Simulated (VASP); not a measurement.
Input of a VASP 6.6.1 run:

File INCAR:

```
PREC = Accurate
ENCUT = 520
EDIFF = 1E-7
ISMEAR = 0
SIGMA = 0.03
LREAL = F
LASPH = T
NELM = 60
ALGO = Normal
ISIF = 2
LWAVE = F
LCHARG = F
GGA = CA
NBANDS = 28
```

Contents of KPOINTS:

```
regular mesh
0
Gamma
  10 10 8
```

The input POSCAR:

```
SnO
1.0
    3.9091545137      0.0000000000      0.0000000000
    0.0000000000      3.9091545137      0.0000000000
    0.0000000000      0.0000000000      4.5745127643
Sn O
2 2
Direct
    0.0000000000      0.5000000000      0.2385000000
    0.5000000000      0.0000000000      0.7615000000
    0.0000000000      0.0000000000      0.0000000000
    0.5000000000      0.5000000000      0.0000000000
```

Potentials or basis: VASP PAW LDA potentials, release 64 (Sn_d, O).

The run is started by

```sh
$ cat potpaw_LDA.64/Sn_d/POTCAR potpaw_LDA.64/O/POTCAR > POTCAR
$ mpirun -np 1 vasp_std > vasp.out
```

What does it give for the band gap on the k mesh?

0.44 eV (least direct gap 1.78 eV).

Predict the pressure.

-3.9 GPa.

What does it give for the largest force?

0.160 eV/Å.

Forces on the atoms (eV/Å):
```
Sn   0.000  0.000  0.160
Sn   0.000  0.000 -0.160
O    0.000  0.000  0.000
O    0.000  0.000  0.000
```

Caveat: the cell stands under tension; spin-orbit coupling is left out, which moves the levels of the heavy elements. A k mesh can miss the band edges.
